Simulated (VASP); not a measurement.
Input of a VASP 6.6.1 run:

Contents of INCAR:

```
SYSTEM = ZnS
PREC     = Accurate       ! precision mode
ENCUT    = 520            ! plane-wave cutoff, eV
EDIFF    = 1E-7           ! SCF threshold, eV
ISMEAR   = -1             ! smearing method
SIGMA    = 0.2241         ! smearing width, eV
LREAL    = Auto         
LASPH    = .TRUE.         ! aspherical terms in the spheres
NELM     = 100            ! most SCF steps
ALGO     = Normal         ! electronic algorithm
ISIF     = 2              ! what is computed and relaxed
LWAVE    = .FALSE.        ! write WAVECAR
LCHARG   = .FALSE.        ! write CHGCAR
GGA      = PE             ! functional
NBANDS   = 86             ! bands
```

Contents of KPOINTS:

```
Automatic mesh
0
Gamma
  2 2 2
  0.5 0.5 0.5
```

POSCAR

```
ZnS
1.0
   -5.5839128285      5.5839128285      0.0000000000
   -5.5839128285      0.0000000000      5.5839128285
    0.0000000000      5.5839128285      5.5839128285
Zn S
8 8
Direct
    0.0470334169      0.0038808808     -0.0315840353
    0.5356733874      0.0203675278      0.0403728545
    0.0550310346      0.4761130021      0.0027927549
   -0.0547004420      0.0276994833      0.5021483297
    0.5710243154      0.5370882555     -0.0758813780
    0.4789378133      0.0289245203      0.4882706954
    0.0323532092      0.5720339121      0.4127882313
    0.5311877336      0.4867919832      0.4655960936
    0.6763212672      0.6345326492      0.0726691144
    0.1840383315      0.6486558998      0.0529266858
    0.6547344331      0.1418179374      0.1586473549
    0.6803025256      0.5949849330      0.5656637374
    0.1869799963      0.1621117714      0.0285919578
    0.1169937676      0.6501374773      0.5900446696
    0.5759139870      0.0920138827      0.6976775282
    0.1240427674      0.1541277642      0.5732904682
```

Potentials or basis: VASP PAW PBE potentials, release 64 (Zn, S).

The run is started by

```sh
$ cat potpaw_PBE.64/Zn/POTCAR potpaw_PBE.64/S/POTCAR > POTCAR
$ mpirun -np 1 vasp_std > vasp.out
```

(1) What does it give for the largest force?

(2) Estimate the band gap on the k mesh.

Results:

(1) 3.016 eV/Å.

(2) 1.80 eV.

Caveat: the atoms stand as in a frame of molecular dynamics; a shifted mesh leaves out Γ, where band edges can lie; forces of over 1 eV/Å act on the atoms, so gaps and moduli don't describe the material at rest.
